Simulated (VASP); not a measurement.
Wanted: the native input for a VASP 6.6.1 run.

```
Task                   : single point
Functional             : PBE
Dispersion             : D3(BJ)
Potentials or basis    : VASP PAW PBE potentials, release 64 (O, H, S)
Cutoff                 : 520 eV
k mesh                 : 1 × 1 × 1
Occupations            : fermi-dirac, width 0.02 eV
Spin                   : no spin polarisation
Dipole correction      : no
Further INCAR settings : LREAL = Auto; ALGO = Normal; EDIFF = 1e-06; NBANDS = 66
```

The structure of H22SO10 lies in POSCAR:

```
H22SO10
1.0
    7.1137870000      0.0000000000      0.0000000000
    0.0000000000      7.1137870000      0.0000000000
    0.0000000000      0.0000000000      7.1137870000
O H S
10 22 1
Direct
   -0.0809976458      0.6232967054      1.0963640042
    0.4907512693      0.6570621246      0.5883785950
    0.4434909282      0.1667747432      0.5492714359
    0.0509433302      0.0957155450      0.9148291901
    0.1026879214      0.8127879005      0.5916398678
    0.0422840886      0.3707308077      0.4280420541
    0.6875803282      0.0611207505      0.1129496849
    0.6843049982      0.3599489273      0.3250167597
    0.2254776535      0.8322993084      0.1902221700
    0.8969905902      0.5509442439      0.7295692154
    0.0343698792      0.6974203754      1.1128531119
   -0.1029971800      0.6036868970      0.9622722750
    0.5999055074      0.6186718832      0.5149156139
    0.4780576084      0.5668570060      0.6841784833
    0.5588584533      0.2197141972      0.5235186266
    0.4830619753      0.0341871355      0.5140300096
   -0.0478085723      0.1506792374      0.9972606714
    0.1487252851      0.0384886418      1.0011545187
    0.0755715627      0.9455020230      0.5721987459
    0.2358237603      0.7937122661      0.6264595777
    0.1387587230      0.3269847692      0.5125118309
    0.0795919248      0.4939563133      0.4088117904
    0.6564576645      0.1688270959      0.1667747432
    0.6426253696     -0.0283393360      0.2056569869
    0.8135048182      0.3598224125      0.3579528035
    0.6746476947      0.4819092840      0.2545198500
    0.2110408985      0.7850530245      0.3116764671
    0.3023143650      0.7449759179      0.1232957917
    0.9722810087      0.4467943727      0.6816903570
    0.9934230530      0.6533229066      0.6750553538
    0.2833090167      0.2724849648      0.9581535123
    0.5538822009      0.3212775418      0.9686964201
    0.4077434424      0.4352252886      0.9498457010
```

The input as run:

INCAR

```
PREC = Accurate
ENCUT = 520
EDIFF = 1E-6
ISMEAR = -1
SIGMA = 0.02
LREAL = Auto
LASPH = True
NELM = 60
ALGO = Normal
ISIF = 2
LWAVE = False
LCHARG = False
GGA = PE
IVDW = 12
NBANDS = 66
```

KPOINTS

```
regular mesh
0
Gamma
  1 1 1
```

Potentials or basis: VASP PAW PBE potentials, release 64 (O, H, S).

Run with:

```console
$ cat potpaw_PBE.64/O/POTCAR potpaw_PBE.64/H/POTCAR potpaw_PBE.64/S/POTCAR > POTCAR
$ mpirun -np 1 vasp_gam > vasp.out
```

It gave:

The pressure is 2.5 GPa, the largest force is 6.580 eV/Å and the band gap on the k mesh is 3.74 eV. The dispersion energy per atom is -0.036 eV.

Caveat: the k points lie up to 0.88 Å⁻¹ apart.

Wall time 39 s on 1 thread of Intel(R) Xeon(R) Platinum 8488C (Sapphire Rapids) (shared host), peak memory 0.37 GiB.
